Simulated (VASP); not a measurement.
A run of VASP 6.6.1:

Contents of INCAR:

```
PREC = Accurate ; ENCUT = 520
EDIFF = 1E-6 ; ISMEAR = -1
SIGMA = 0.1 ; LREAL = False
LASPH = True ; NELM = 60
ALGO = Normal ; ISIF = 2
LWAVE = False ; LCHARG = False
GGA = PE ; NBANDS = 16
```

KPOINTS

```
Automatic mesh
0
Gamma
  9 9 9
```

Contents of POSCAR:

```
Al2Au
1.0
    0.0000000000      3.0300066988      3.0300066988
    3.0300066988      0.0000000000      3.0300066988
    3.0300066988      3.0300066988      0.0000000000
Al Au
2 1
Direct
    0.2500000000      0.2500000000      0.2500000000
    0.7500000000      0.7500000000      0.7500000000
    0.0000000000      0.0000000000      0.0000000000
```

Potentials or basis: VASP PAW PBE potentials, release 64 (Al, Au).

Command:

```sh
$ cat potpaw_PBE.64/Al/POTCAR potpaw_PBE.64/Au/POTCAR > POTCAR
$ mpirun -np 1 vasp_std > vasp.out
```

Hardware: 1 thread of Intel(R) Xeon(R) Platinum 8259CL CPU @ 2.50GHz (Skylake/Cascade Lake), on a shared host.

Task: How long does it take, and how much memory?

Result: It took 19 s on 1 thread of Intel(R) Xeon(R) Platinum 8259CL CPU @ 2.50GHz (Skylake/Cascade Lake) (shared host), peak memory 0.18 GiB. Counts: scf iterations 13, k points 35.
